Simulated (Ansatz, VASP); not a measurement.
RbBr: VASP beside Ansatz

```
Rb Br
1.0
     4.22923    0.00000    0.00000
     0.00000    4.22923    0.00000
     0.00000    0.00000    4.22923
Rb Br
1 1
Direct
  0.00000 0.00000 0.00000
  0.50000 0.50000 0.50000
```

Change from the starting cell: strain +0.025 along x and y, +0.025 along z, atoms carried along.

Alike in both runs: task single point; functional PBEsol; k mesh 6 × 6 × 6; occupations gaussian, width 0.05 eV; no spin polarisation.

|  | VASP | Ansatz |
| --- | --- | --- |
| version | VASP 6.6.1 | Ansatz 0.2.0 |
| potentials or method | VASP PAW PBE potentials, release 64 (Rb_sv, Br), cutoff 520 eV | scalar-relativistic, plane waves, PAW |
| valence electrons in the cell | 16 | 16 |

|  | VASP | Ansatz | Ansatz less VASP |
| --- | --- | --- | --- |
| gap on the k mesh at the Fermi level (eV) | 3.69 | 3.69 | +0.001 |
| least direct gap on the mesh (eV) | 3.84 | 3.84 | 0.000 |
| pressure (GPa) | -1.4 | -1.4 | -0.03 |

VASP's potentials were made for PBE, not for PBEsol.
